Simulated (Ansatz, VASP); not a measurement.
## One calculation of SrB3Pt, two programs

```xyz
5
Lattice="4.5406 0.0000 0.0000 0.0000 4.5406 0.0000 0.0000 0.0000 4.5406" Properties=species:S:1:pos:R:3 pbc="T T T"
Sr    0.0000    0.0000    0.0000
B     2.2703    0.0000    0.0000
B     0.0000    2.2703    0.0000
B     0.0000    0.0000    2.2703
Pt    2.2703    2.2703    2.2703
```

Alike in both runs: functional PBE; k mesh 8 × 8 × 8; occupations gaussian, width 0.1 eV; no spin polarisation.

Ansatz relaxed the structure, and its values are those at the end. VASP's run is a single point on that final structure, the one shown.

|  | VASP | Ansatz |
| --- | --- | --- |
| version | VASP 6.6.1 | Ansatz 0.2.0 |
| potentials or method | VASP PAW PBE potentials, release 64 (Sr_sv, B, Pt), cutoff 520 eV | scalar-relativistic, plane waves, PAW |
| valence electrons in the cell | 29 | 37 |

VASP gave:

```
gap on the k mesh at the Fermi level (eV) : none
pressure (GPa)                            : 0.2
```

Q: Which values does Ansatz return?

A: gap on the k mesh at the Fermi level (eV): none; pressure (GPa): 0.0.

A gap of «none» marks a metal or a gap that the smearing closes. With one functional, cell and mesh, what is left measures potentials, basis and numerics. VASP's potentials hold 29 valence electrons a cell and Ansatz's 37, so a difference there can come from the potentials and not from the codes.

Neither program's run includes spin-orbit coupling.
